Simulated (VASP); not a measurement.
The system is EuS.

```
Eu S
1.0
     4.21223    0.00000    0.00000
     2.10612    3.64790    0.00000
     2.10612    1.21597    3.43928
Eu S
1 1
Direct
  0.00000 0.00000 0.00000
  0.50000 0.50000 0.50000
```

Base run:

- Program: VASP 6.6.1
- Functional: PBE
- Potentials or basis: VASP PAW PBE potentials, release 64 (Eu, S)
- Cutoff: 600 eV
- k mesh: 10 × 10 × 10
- Occupations: fermi-dirac, width 0.05 eV
- Spin: collinear spin, ferromagnetic start
- Starting moments: [4.9, 0.0] μB
- Hubbard terms: Eu f U = 3.0 eV

Its results: pressure -0.5 GPa; net moment 7.00 μB per cell; site moments Eu +6.67; S -0.07 μB.

Task: After a change of settings the same cell gave: pressure 0.4 GPa; net moment 7.00 μB per cell; site moments Eu +6.70; S -0.07 μB. Which change was it?
A. hubbard terms from Eu f U = 3.0 eV to Eu f U = 4.5 eV
B. hubbard terms from Eu f U = 3.0 eV to Eu f U = 1.5 eV
C. hubbard terms from Eu f U = 3.0 eV to none

Result: A.

Caveats: a cell with one magnetic atom can't hold antiferromagnetic order, which such compounds often take.
